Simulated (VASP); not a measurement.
A run of VASP 6.6.1:

INCAR

```
PREC = Accurate
ENCUT = 520
EDIFF = 1E-6
ISMEAR = -1
SIGMA = 0.1
LREAL = F
LASPH = T
NELM = 60
ALGO = Normal
ISIF = 2
LWAVE = F
LCHARG = F
GGA = RE
NBANDS = 13
```

The input KPOINTS:

```
Automatic mesh
0
Gamma
  13 13 13
```

POSCAR

```
Ge
1.0
    0.0000000000      2.1517699902      2.1517699902
    2.1517699902      0.0000000000      2.1517699902
    2.1517699902      2.1517699902      0.0000000000
Ge
1
Direct
    0.0000000000      0.0000000000      0.0000000000
```

Potentials or basis: VASP PAW PBE potentials, release 64 (Ge_d).

Command:

```sh
$ cat potpaw_PBE.64/Ge_d/POTCAR > POTCAR
$ mpirun -np 1 vasp_std > vasp.out
```

Hardware: 1 thread of Intel Xeon 8259CL (shared host).

Q: How long does it take, and how much memory?

A: It took 16 s on 1 thread of Intel Xeon 8259CL, on a shared host, peak memory 0.15 GiB. Counts: scf iterations 10, k points 84.
